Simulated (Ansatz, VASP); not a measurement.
**One calculation of K2Br, two programs**

```
K Br
1.0
     0.00000    4.09413    4.09413
     4.09413    0.00000    4.09413
     4.09413    4.09413    0.00000
K Br
2 1
Direct
  0.25000 0.25000 0.25000
  0.75000 0.75000 0.75000
  0.00000 0.00000 0.00000
```

Alike in both runs: functional r2SCAN; k mesh 10 × 10 × 10; occupations gaussian, width 0.1 eV; no spin polarisation.

Ansatz relaxed the structure, and its values are those at the end. VASP's run is a single point on that final structure, the one shown.

```csv
,VASP,Ansatz
version,VASP 6.6.1,Ansatz 0.2.0
potentials or method,"VASP PAW PBE potentials, release 64 (K_sv, Br), cutoff 520 eV","scalar-relativistic, plane waves, PAW"
valence electrons in the cell,25,25
```

```tsv
	VASP	Ansatz	Ansatz less VASP
gap on the k mesh at the Fermi level (eV)	none	none	-
pressure (GPa)	0.0	0.0	+0.02
```

VASP's potentials were made for PBE, not for r2SCAN. A gap of «none» marks a metal or a gap that the smearing closes. With one functional, cell and mesh, what is left measures potentials, basis and numerics.
